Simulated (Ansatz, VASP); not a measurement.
## Pb in VASP and in Ansatz

```
Pb
1.0
     4.61214    0.00000    0.00000
    -2.30607    3.99423    0.00000
     0.00000    0.00000    7.55479
Pb
4
Direct
  0.00000 0.00000 0.87751
  0.00000 0.00000 0.37751
  0.33333 0.66667 0.12749
  0.66667 0.33333 0.62749
```

Alike in both runs: functional PBE; k mesh 6 × 6 × 2; occupations gaussian, width 0.1 eV; no spin polarisation.

Ansatz relaxed the structure, and its values are those at the end. VASP's run is a single point on that final structure, the one shown.

|  | VASP | Ansatz |
| --- | --- | --- |
| version | VASP 6.6.1 | Ansatz 0.2.0 |
| potentials or method | VASP PAW PBE potentials, release 64 (Pb_d), cutoff 520 eV | scalar-relativistic, plane waves, PAW |
| valence electrons in the cell | 56 | 56 |

|  | VASP | Ansatz | Ansatz less VASP |
| --- | --- | --- | --- |
| gap on the k mesh at the Fermi level (eV) | none | none | - |
| pressure (GPa) | 0.3 | 0.4 | +0.06 |

A gap of «none» marks a metal or a gap that the smearing closes. The functional is the same, so the differences come from potentials, cutoffs and numerics.

The k mesh is coarse, so the values compare programs but aren't converged. Spin-orbit coupling is off throughout.
